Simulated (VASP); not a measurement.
# CdSe (P6_3mc) in VASP: further runs

Runs on CdSe. Level: LDA. Tasks: relaxation of cell and atoms.

All numbers are computed with VASP 6.6.1; they aren't measurements. Logs are shortened: lines on timing, memory, paths and dates and some standing lists are left out, and cuts for length are marked.

## (1) The cell of the first run

The structure is hexagonal, space group P6_3mc (No. 186). Conventional cell: a = 4.247 Å, b = 4.247 Å, c = 6.942 Å, α = 90.00°, β = 90.00°, γ = 120.00°. Cd (site symmetry 3m) has 4 Se at 2.60 to 2.61 Å within 3.4 Å. Within 3.4 Å of Se (site symmetry 3m) lie 4 Cd at 2.60 to 2.61 Å.

## (2) Relaxation of cell and atoms, LDA, target pressure 2 GPa, at which the enthalpy is minimised

INCAR

```
  ALGO = Normal
  EDIFF = 1E-6
  EDIFFG = -0.002
  ENCUT = 600
  IBRION = 2
  ISIF = 3
  ISMEAR = 0
  LASPH = T
  LCHARG = F
  LREAL = F
  LWAVE = F
  NELM = 60
  NSW = 100
  PREC = Accurate
  PSTRESS = 20.0
  SIGMA = 0.01
```

KPOINTS

```
k-points
0
Gamma
  6 6 4
```

POSCAR

```
CdSe
1.0
    4.2470825526      0.0000000000      0.0000000000
   -2.1235412763      3.6780813826      0.0000000000
    0.0000000000      0.0000000000      6.9420032420
Cd Se
2 2
Direct
    0.3333333333      0.6666666667      0.0048579434
    0.6666666667      0.3333333333      0.5048579434
    0.3333333333      0.6666666667      0.3801420566
    0.6666666667      0.3333333333      0.8801420566
```

Potentials or basis: VASP PAW LDA potentials, release 64 (Cd, Se).

Command:

```
$ cat potpaw_LDA.64/Cd/POTCAR potpaw_LDA.64/Se/POTCAR > POTCAR
$ mpirun -np 1 vasp_std > vasp.out
```

OUTCAR:

```text
EDIFF = 1E-6
   EDIFFG = -0.002
   ENCUT = 600
   IBRION = 2
   ISIF = 3
   ISMEAR = 0
   LASPH = T
   LREAL = F
   NELM = 60
   NSW = 100
   PREC = Accurate
   PSTRESS = 20.0

 ion  position               nearest neighbor table
   1  0.333  0.667  0.005-   4 2.60   4 2.60   4 2.60   3 2.61
   2  0.667  0.333  0.505-   3 2.60   3 2.60   3 2.60   4 2.61
   3  0.333  0.667  0.380-   2 2.60   2 2.60   2 2.60   1 2.61
   4  0.667  0.333  0.880-   1 2.60   1 2.60   1 2.60   2 2.61

  LATTYP: Found a hexagonal cell.
 ALAT       =     4.2470825526
 C/A-ratio  =     1.6345345672

  Lattice vectors:

 A1 = (   4.2470825526,   0.0000000000,   0.0000000000)
 A2 = (  -2.1235412763,   3.6780813826,   0.0000000000)
 A3 = (   0.0000000000,   0.0000000000,   6.9420032420)

Analysis of symmetry for initial positions (statically):
=====================================================================
 Subroutine PRICEL returns:
 Original cell was already a primitive cell.

 Routine SETGRP: Setting up the symmetry group for a
 hexagonal supercell.

 Subroutine GETGRP returns: Found 12 space group operations
 (whereof  6 operations were pure point group operations)
 out of a pool of 24 trial point group operations.

The static configuration has the point symmetry C_3v.
 The point group associated with its full space group is C_6v.

Analysis of symmetry for dynamics (positions and initial velocities):
=====================================================================
 Subroutine PRICEL returns:
 Original cell was already a primitive cell.

 Routine SETGRP: Setting up the symmetry group for a
 hexagonal supercell.

 Subroutine GETGRP returns: Found 12 space group operations
 (whereof  6 operations were pure point group operations)
 out of a pool of 24 trial point group operations.

The dynamic configuration has the point symmetry C_3v.
 The point group associated with its full space group is C_6v.

 Subroutine INISYM returns: Found 12 space group operations
 (whereof  6 operations are pure point group operations),
 and found     1 'primitive' translations

----------------------------------------------------------------------------------------

                                     Primitive cell

  volume of cell :     108.4418

  direct lattice vectors                    reciprocal lattice vectors
     4.247082553  0.000000000  0.000000000     0.235455748  0.135940440  0.000000000
    -2.123541276  3.678081383  0.000000000     0.000000000  0.271880879  0.000000000
     0.000000000  0.000000000  6.942003242     0.000000000  0.000000000  0.144050639

  length of vectors
     4.247082553  4.247082553  6.942003242     0.271880879  0.271880879  0.144050639

  position of ions in fractional coordinates (direct lattice)
     0.333333333  0.666666667  0.004857943
     0.666666667  0.333333333  0.504857943
     0.333333333  0.666666667  0.380142057
     0.666666667  0.333333333  0.880142057

  ion indices of the primitive-cell ions
   primitive index   ion index
                 1           1
                 2           2
                 3           3
                 4           4

----------------------------------------------------------------------------------------

 KPOINTS: k-points

Automatic generation of k-mesh.
 Grid dimensions read from file:
 generate k-points for:    6    6    4

 Generating k-lattice:

  Cartesian coordinates                     Fractional coordinates (reciprocal lattice)
     0.039242625  0.022656740  0.000000000     0.166666667 -0.000000000  0.000000000
     0.000000000  0.045313480  0.000000000     0.000000000  0.166666667  0.000000000
     0.000000000  0.000000000  0.036012660     0.000000000  0.000000000  0.250000000

  Length of vectors
     0.045313480  0.045313480  0.036012660

  Shift w.r.t. Gamma in fractional coordinates (k-lattice)
     0.000000000  0.000000000  0.000000000

 Subroutine IBZKPT returns following result:
 ===========================================

 Found     21 irreducible k-points:

 Following reciprocal coordinates:
            Coordinates               Weight
  0.000000  0.000000  0.000000      1.000000
  0.166667 -0.000000  0.000000      6.000000
  0.333333 -0.000000  0.000000      6.000000
  0.500000  0.000000  0.000000      3.000000
  0.166667  0.166667  0.000000      6.000000
  0.333333  0.166667  0.000000     12.000000
[... 13 lines left out ...]
  0.333333  0.166667  0.500000     12.000000
  0.333333  0.333333  0.500000      2.000000
   k-points           NKPTS =     21   k-points in BZ     NKDIM =     21   number of bands    NBANDS=     22
   number of dos      NEDOS =    301   number of ions     NIONS =      4
   total plane-waves  NPLWV =  72576
   dimension x,y,z NGX =    36 NGY =   36 NGZ =   56
   dimension x,y,z NGXF=    72 NGYF=   72 NGZF=  112
   ions per type =               2   2
   NGX,Y,Z   is equivalent  to a cutoff of  14.09, 14.09, 13.41 a.u.
   NGXF,Y,Z  is equivalent  to a cutoff of  28.18, 28.18, 26.82 a.u.
 SYSTEM =  unknown system
   PREC   = accura    normal or accurate (medium, high low for compatibility)
   ISTART =      0    job   : 0-new  1-cont  2-samecut
   ICHARG =      2    charge: 1-file 2-atom 10-const
   ISPIN  =      1    spin polarized calculation?
   LNONCOLLINEAR =      F non collinear calculations
   LSORBIT =      F    spin-orbit coupling
   LASPH  =      T    aspherical Exc in radial PAW
   ENCUT  =  600.0 eV  44.10 Ry    6.64 a.u.   8.48  8.48 13.86*2*pi/ulx,y,z
   NELM   =     60;   NELMIN=  2; NELMDL= -5     # of ELM steps
   EDIFF  = 0.1E-05   stopping-criterion for ELM
   LREAL  =      F    real-space projection
   EDIFFG = -.2E-02   stopping-criterion for IOM
   NSW    =    100    number of steps for IOM
   IBRION =      2    ionic relax: 0-MD 1-quasi-New 2-CG
   NFREE  =      1    steps in history (QN), initial steepest desc. (CG)
   ISIF   =      3    stress and relaxation
   ISYM   =      2    0-nonsym 1-usesym 2-fastsym
   POTIM  = 0.5000    time-step for ionic-motion
   TEBEG  =    0.0;   TEEND  =   0.0 temperature during run
   PSTRESS=   20.0 pullay stress
   NELECT =      36.0000    total number of electrons
   NUPDOWN=      -1.0000    fix difference up-down
   EMIN   =  10.00;   EMAX   =-10.00  energy-range for DOS
   EFERMI =   0.00;   METHOD = LEGACY
   ISMEAR =     0;   SIGMA  =   0.01  broadening in eV -4-tet -1-fermi 0-gaus
   EFERMI_NEDOS =   21; number of points for ismear=-14 and -15
   IALGO  =     38    algorithm
   IMIX   =      4    mixing-type and parameters
     AMIX     =   0.40;   BMIX     =  1.00
     AMIX_MAG =   1.60;   BMIX_MAG =  1.00
  volume/ion in A,a.u.               =      27.11       182.95
  Fermi-wavevector in a.u.,A,eV,Ry     =   1.133557  2.142112 17.482828  1.284952
  Thomas-Fermi vector in A             =   2.270260
   LORBIT       =      0    0 simple, 1 ext, 2 COOP (PROOUT), +10 PAW based schemes
   GGA     = CA    functional components
   LHFCALC =     F    Hartree Fock is set to
   AEXX    =    0.0000 exact exchange contribution
   IVDW    =     0    specifies the selected vdW correction
   LEPSILON=     F    determine dielectric tensor
   LRPA    =     F    only Hartree local field effects (RPA)
 conjugate gradient relaxation of ions
 non-spin polarized calculation
 Gauss-broadening in eV      SIGMA  =   0.01
  energy-cutoff  :      600.00
  volume of cell :      108.44
 maximum number of plane-waves:      3657
 NGX is ok and might be reduce to    36
   NGX = 17   NGY = 17   NGZ = 27

--------------------------------------- Ionic step        1  -------------------------------------------

 number of electron      35.9999991 magnetization

 Free energy of the ion-electron system (eV)
  ---------------------------------------------------
  ext. energy  EPLUGINS =         0.00000000
  ---------------------------------------------------
  free energy    TOTEN  =       -13.51214396 eV

  energy without entropy =      -13.51214396  energy(sigma->0) =      -13.51214396

------------------------ aborting loop because EDIFF is reached ----------------------------------------

  FORCE on cell =-STRESS in cart. coord.  units (eV):
  Direction    XX          YY          ZZ          XY          YZ          ZX
  --------------------------------------------------------------------------------------
  -------------------------------------------------------------------------------------
  Total        0.3251834      0.3251834      0.2957818      0.0000000      0.0000000      0.0000000
  in kB        4.8044325      4.8044325      4.3700373      0.0000000      0.0000000      0.0000000
  external PRESSURE =     -15.3403659 kB  Pullay stress =      20.0000000 kB
[... 99 lines left out ...]
  FREE ENERGIE OF THE ION-ELECTRON SYSTEM (eV)
  ---------------------------------------------------
  free  energy   TOTEN  =       -13.4924015691 eV

  energy  without entropy=      -13.4924015691  energy(sigma->0) =      -13.49240157

  enthalpy is  TOTEN    =       -12.1712397142 eV   P V=        1.3211618549

[... ionic steps 4 to 18 ...]

--------------------------------------- Ionic step       19  -------------------------------------------

 number of electron      35.9999998 magnetization

------------------------ aborting loop because EDIFF is reached ----------------------------------------

  FORCE on cell =-STRESS in cart. coord.  units (eV):
  Direction    XX          YY          ZZ          XY          YZ          ZX
  --------------------------------------------------------------------------------------
  -------------------------------------------------------------------------------------
  Total        1.3109736      1.3109736      1.3080827      0.0000000     -0.0000000      0.0000000
  in kB       19.8421220     19.8421220     19.7983683      0.0000000     -0.0000000      0.0000000
  external PRESSURE =      -0.1724626 kB  Pullay stress =      20.0000000 kB
[... 65 lines left out ...]
  enthalpy is  TOTEN    =       -12.1712412861 eV   P V=        1.3213992864

--------------------------------------- Ionic step       21  -------------------------------------------

 number of electron      35.9999998 magnetization

 Free energy of the ion-electron system (eV)
  ---------------------------------------------------
  ext. energy  EPLUGINS =         0.00000000
  ---------------------------------------------------
  free energy    TOTEN  =       -13.49254427 eV

  energy without entropy =      -13.49254427  energy(sigma->0) =      -13.49254427

 E-fermi :   1.4362     XC(G=0):  -9.5567

 val. band max:        1.3415621922   @ k =   0.0000   0.0000   0.0000
 cond. band min:       1.8876191374   @ k =   0.0000   0.0000   0.0000
 fundamental gap:      0.5460569452
 Fermi energy:         1.4361787459

 k-point     1 :       0.0000    0.0000    0.0000
  band No.  band energies     occupation
      1     -11.6806      2.00000
      2     -11.2383      2.00000
      3      -6.8460      2.00000
      4      -6.8343      2.00000
      5      -6.8343      2.00000
      6      -6.7536      2.00000
[... 545 lines left out ...]
  FREE ENERGIE OF THE ION-ELECTRON SYSTEM (eV)
  ---------------------------------------------------
  free  energy   TOTEN  =       -13.4925442749 eV

  energy  without entropy=      -13.4925442749  energy(sigma->0) =      -13.49254427

  enthalpy is  TOTEN    =       -12.1712417660 eV   P V=        1.3213025089

 reached required accuracy - stopping structural energy minimisation
```

Run time: 2.9 min. Hardware: 1 thread of Intel Xeon 6975P-C (Granite Rapids), shared host; peak memory 0.24 GiB.

Results:

```yaml
Free_energy: -13.4925 eV
Relaxed_volume: 26.46 Å³/atom
Relaxed_cell: a = 4.213 Å, b = 4.213 Å, c = 6.886 Å, α = 90.00°, β = 90.00°, γ = 120.00°
Space_group_after_relaxing_to_0.1_Å: P6_3mc (No. 186)
Energy_change_on_relaxing_the_run_minimises_the_enthalpy: +4.9 meV/atom
Ionic_steps: 21
Pressure_after_relaxing: 2.0 GPa
Band_gap_on_the_k_mesh: 0.55 eV
```

Step by step:
| step | energy change (eV) | largest force (eV/Å) | pressure (GPa) | volume (Å³) |
| --- | --- | --- | --- | --- |
| 1 | 0.0000 | 0.0028 | 0.47 | 108.44 |
| 2 | 0.0415 | 0.0031 | 2.96 | 104.42 |
| 3 | 0.0197 | 0.0035 | 2.00 | 105.84 |
| 4 | 0.0191 | 0.0035 | 1.97 | 105.89 |
| 5 | 0.0191 | 0.0005 | 1.96 | 105.89 |
| 6 | 0.0191 | 0.0001 | 1.97 | 105.89 |
| 7 | 0.0193 | 0.0005 | 1.97 | 105.87 |
| 8 | 0.0197 | 0.0008 | 1.98 | 105.84 |
| 9 | 0.0206 | 0.0014 | 2.05 | 105.77 |
| 10 | 0.0200 | 0.0009 | 2.01 | 105.82 |
| 11 | 0.0199 | 0.0009 | 2.01 | 105.82 |
| 12 | 0.0198 | 0.0008 | 2.01 | 105.83 |
| 13 | 0.0198 | 0.0007 | 2.01 | 105.83 |
| 14 | 0.0197 | 0.0007 | 2.01 | 105.84 |
| 15 | 0.0197 | 0.0005 | 2.01 | 105.84 |
| 16 | 0.0195 | 0.0012 | 1.99 | 105.86 |
| 17 | 0.0194 | 0.0015 | 1.99 | 105.86 |
| 18 | 0.0195 | 0.0018 | 1.98 | 105.86 |
| 19 | 0.0195 | 0.0018 | 1.98 | 105.86 |
| 20 | 0.0195 | 0.0016 | 1.99 | 105.86 |
| 21 | 0.0196 | 0.0011 | 1.99 | 105.85 |

Final structure:
```
CELL_PARAMETERS angstrom
4.21314 0.00000 0.00000
-2.10657 3.64869 0.00000
0.00000 0.00000 6.88556
ATOMIC_POSITIONS crystal
Cd 0.33333 0.66667 0.00491
Cd 0.66667 0.33333 0.50491
Se 0.33333 0.66667 0.38009
Se 0.66667 0.33333 0.88009
```

Levels at points of the mesh, in eV from the valence-band top:
```
           k point  band 16  band 17  band 18  band 19  band 20  band 21
(0.00, 0.00, 0.00)    -0.07     0.00     0.00     0.55     2.07     5.71
(0.50, 0.00, 0.00)    -2.11    -1.55    -0.86     3.13     3.15     4.57
(0.00, 0.00, 0.50)    -0.46    -0.46    -0.46     2.29     2.29     5.77
(0.50, 0.00, 0.50)    -1.56    -1.54    -1.54     2.75     2.75     4.71
```

Caveat: the cell is relaxed towards a set pressure, so the run minimises the enthalpy, not the energy. LDA usually gives volumes a few per cent too small.

## (3) Relaxation of cell and atoms, LDA, target pressure 4 GPa, at which the enthalpy is minimised

INCAR

```
SYSTEM = CdSe
PREC = Accurate ; ENCUT = 600
EDIFF = 1E-6 ; ISMEAR = 0
SIGMA = 0.01 ; LREAL = .FALSE.
LASPH = .TRUE. ; NELM = 80
ALGO = Normal ; ISIF = 3
LWAVE = .FALSE. ; LCHARG = .FALSE.
IBRION = 2 ; NSW = 100
EDIFFG = -0.002 ; PSTRESS = 40.0
```

KPOINTS

```
Automatic mesh
0
G
  6 6 4
  0 0 0
```

POSCAR is that of step 2.

Potentials or basis: VASP PAW LDA potentials, release 64 (Cd, Se).

Command:

```
$ cat potpaw_LDA.64/Cd/POTCAR potpaw_LDA.64/Se/POTCAR > POTCAR
$ mpirun -np 1 vasp_std > vasp.out
```

OUTCAR:

```text
SYSTEM = CdSe
   PREC = Accurate
   ENCUT = 600
   EDIFF = 1E-6
   ISMEAR = 0
   LREAL = .FALSE.
   LASPH = .TRUE.
   NELM = 80
   ISIF = 3
   IBRION = 2
   NSW = 100
   EDIFFG = -0.002
   PSTRESS = 40.0

 ion  position               nearest neighbor table
   1  0.333  0.667  0.005-   4 2.60   4 2.60   4 2.60   3 2.61
   2  0.667  0.333  0.505-   3 2.60   3 2.60   3 2.60   4 2.61
   3  0.333  0.667  0.380-   2 2.60   2 2.60   2 2.60   1 2.61
   4  0.667  0.333  0.880-   1 2.60   1 2.60   1 2.60   2 2.61

  LATTYP: Found a hexagonal cell.
 ALAT       =     4.2470825526
 C/A-ratio  =     1.6345345672

  Lattice vectors:

 A1 = (   4.2470825526,   0.0000000000,   0.0000000000)
 A2 = (  -2.1235412763,   3.6780813826,   0.0000000000)
 A3 = (   0.0000000000,   0.0000000000,   6.9420032420)

Analysis of symmetry for initial positions (statically):
[... 187 lines left out ...]
  external PRESSURE =     -35.3403659 kB  Pullay stress =      40.0000000 kB
[... 103 lines left out ...]
  energy  without entropy=      -13.4385039352  energy(sigma->0) =      -13.43850394

  enthalpy is  TOTEN    =       -10.8687585391 eV   P V=        2.5697453961

[... ionic steps 4 to 14 ...]

--------------------------------------- Ionic step       15  -------------------------------------------

 number of electron      36.0000008 magnetization

------------------------ aborting loop because EDIFF is reached ----------------------------------------
[... 75 lines left out ...]
--------------------------------------- Ionic step       17  -------------------------------------------

 number of electron      36.0000008 magnetization

 Free energy of the ion-electron system (eV)
  ---------------------------------------------------
  ext. energy  EPLUGINS =         0.00000000
  ---------------------------------------------------
  free energy    TOTEN  =       -13.43855165 eV

  energy without entropy =      -13.43855165  energy(sigma->0) =      -13.43855165

 E-fermi :   1.6682     XC(G=0):  -9.6835

 val. band max:        1.5965323182   @ k =   0.0000   0.0000   0.0000
 cond. band min:       2.2006954027   @ k =   0.0000   0.0000   0.0000
 fundamental gap:      0.6041630845
 Fermi energy:         1.6681827562

 k-point     1 :       0.0000    0.0000    0.0000
  band No.  band energies     occupation
      1     -11.6094      2.00000
      2     -11.1394      2.00000
      3      -6.7170      2.00000
      4      -6.7026      2.00000
      5      -6.7026      2.00000
      6      -6.6157      2.00000
[... 549 lines left out ...]
  energy  without entropy=      -13.4385516461  energy(sigma->0) =      -13.43855165

  enthalpy is  TOTEN    =       -10.8687841099 eV   P V=        2.5697675362

 reached required accuracy - stopping structural energy minimisation
```

OSZICAR:

```text
N       E                     dE             d eps       ncg     rms          rms(c)
DAV:   1     0.266316312752E+03    0.26632E+03   -0.18639E+04   924   0.165E+03
DAV:   2     0.145168401725E+01   -0.26486E+03   -0.25921E+03  1020   0.374E+02
DAV:   3    -0.140994447146E+02   -0.15551E+02   -0.15478E+02  1098   0.891E+01
[... 106 lines left out ...]
       N       E                     dE             d eps       ncg     rms          rms(c)
DAV:   1    -0.134385568840E+02   -0.14921E-03   -0.73001E-04   936   0.188E-01    0.125E-02
DAV:   2    -0.134385531092E+02    0.37748E-05   -0.10227E-05  1082   0.344E-02    0.612E-03
DAV:   3    -0.134385518095E+02    0.12997E-05   -0.20621E-06   542   0.121E-02    0.378E-03
DAV:   4    -0.134385516461E+02    0.16339E-06   -0.64123E-07   474   0.748E-03
  17 F= -.10868784E+02 E0= -.10868784E+02  d E =-.161735E-04
```

It took 2.4 min on 1 thread of Intel Xeon 6975P-C (Granite Rapids), shared host; peak memory 0.25 GiB.

What came out:

```yaml
Free_energy: -13.4386 eV
Relaxed_volume: 25.73 Å³/atom
Relaxed_cell: a = 4.173 Å, b = 4.173 Å, c = 6.827 Å, α = 90.00°, β = 90.00°, γ = 120.00°
Space_group_after_relaxing_to_0.1_Å: P6_3mc (No. 186)
Energy_change_on_relaxing_the_run_minimises_the_enthalpy: +18.4 meV/atom
Ionic_steps: 17
Pressure_after_relaxing: 4.0 GPa
Band_gap_on_the_k_mesh: 0.60 eV
```

Step by step:
```tsv
step	energy change (eV)	largest force (eV/Å)	pressure (GPa)	volume (Å³)
1	0.0000	0.0028	0.47	108.44
2	0.1953	0.0104	6.92	99.32
3	0.0736	0.0072	3.99	102.93
4	0.0764	0.0073	4.08	102.82
5	0.0722	0.0030	3.95	102.99
6	0.0738	0.0048	4.00	102.92
7	0.0737	0.0044	4.01	102.93
8	0.0730	0.0038	3.99	102.96
9	0.0732	0.0043	3.97	102.95
10	0.0735	0.0047	3.98	102.94
11	0.0736	0.0050	3.97	102.93
12	0.0736	0.0049	3.98	102.93
13	0.0745	0.0036	4.02	102.89
14	0.0745	0.0032	4.02	102.89
15	0.0743	0.0032	4.02	102.90
16	0.0737	0.0018	3.98	102.92
17	0.0736	0.0014	3.99	102.93
```

Final structure:
```
Cd Se
1.0
     4.17254    0.00000    0.00000
    -2.08627    3.61353    0.00000
     0.00000    0.00000    6.82672
Cd Se
2 2
Direct
  0.33333 0.66667 0.00508
  0.66667 0.33333 0.50508
  0.33333 0.66667 0.37992
  0.66667 0.33333 0.87992
```

Caveat: the cell is relaxed towards a set pressure, so the run minimises the enthalpy, not the energy. Zero-point motion and thermal expansion aren't in these numbers.

(Continued in part 2 of 2.)
